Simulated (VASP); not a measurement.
Write the native input for VASP 6.6.1 that does the following.

```
Task                   : single point
Functional             : PBE
Potentials or basis    : VASP PAW PBE potentials, release 64 (C)
Cutoff                 : 520 eV
k mesh                 : 18 × 18 × 6
Occupations            : fermi-dirac, width 0.05 eV
Spin                   : no spin polarisation
Dipole correction      : no
Further INCAR settings : ALGO = Normal; EDIFF = 1e-06; NBANDS = 16
```

The structure of C lies in POSCAR:

```
C
1.0
    1.2280479700     -2.1270618200      0.0000000000
    1.2280479700      2.1270618200      0.0000000000
    0.0000000000      0.0000000000      7.1732677600
C
4
Direct
    0.0833794600      0.9166205400      0.7531376000
    0.5833794600      0.4166205400      0.2468624000
    0.9166205400      0.0833794600      0.2468624000
    0.4166205400      0.5833794600      0.7531376000
```

These files were run (other wordings do the same):

INCAR

```
SYSTEM = C
PREC = Accurate ; ENCUT = 520
EDIFF = 1E-6 ; ISMEAR = -1
SIGMA = 0.05 ; LREAL = .FALSE.
LASPH = .TRUE. ; NELM = 60
ALGO = Normal ; ISIF = 2
LWAVE = .FALSE. ; LCHARG = .FALSE.
GGA = PE ; NBANDS = 16
```

KPOINTS

```
Automatic mesh
0
G
  18 18 6
  0 0 0
```

Potentials or basis: VASP PAW PBE potentials, release 64 (C).

Launch:

```console
$ cat potpaw_PBE.64/C/POTCAR > POTCAR
$ mpirun -np 1 vasp_std > vasp.out
```

Results of the run:

The pressure is 4.2 GPa. The largest force is 0.026 eV/Å.

Caveat: the cell stands under pressure; this functional lacks dispersion, which binds layers or chains, so the pressure and a relaxed spacing across them are unreliable.

Wall time 120 s on 1 thread of Intel(R) Xeon(R) Platinum 8375C CPU @ 2.90GHz (Ice Lake), on a shared host, peak memory 0.26 GiB.
